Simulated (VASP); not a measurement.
HfN, 2 atoms in the cell. It takes space group P6/mmm (No. 191, hexagonal). The conventional cell has a = 3.027 Å, b = 3.027 Å, c = 3.965 Å, α = 90.00°, β = 90.00°, γ = 120.00°. Hf (site symmetry 6/mmm) has 2 N at 1.98 Å within 2.6 Å. Within 2.6 Å of N (site symmetry 6/mmm) lie 2 Hf at 1.98 Å. 

| Item | Value |
| --- | --- |
| Program | VASP 6.6.1 |
| Task | single point |
| Functional | PBE |
| Potentials or basis | VASP PAW PBE potentials, release 64 (Hf_pv, N) |
| Cutoff | 520 eV |
| k mesh | 9 × 9 × 7 |
| Occupations | fermi-dirac, width 0.05 eV |
| Spin | no spin polarisation |
| Dipole correction | no |
| Further INCAR settings | ALGO = Normal; EDIFF = 1e-06; NBANDS = 14 |

Potentials or basis: VASP PAW PBE potentials, release 64 (Hf_pv, N).

The run is started by

```bash
$ cat potpaw_PBE.64/Hf_pv/POTCAR potpaw_PBE.64/N/POTCAR > POTCAR
$ mpirun -np 1 vasp_std > vasp.out
```

Hardware: 1 thread of Intel Xeon 6975P-C, with other jobs on the host.

How long does it take, and how much memory?

Wall time 10 s on 1 thread of Intel Xeon 6975P-C, with other jobs on the host, peak memory 0.16 GiB. Counts: scf iterations 13, k points 48.
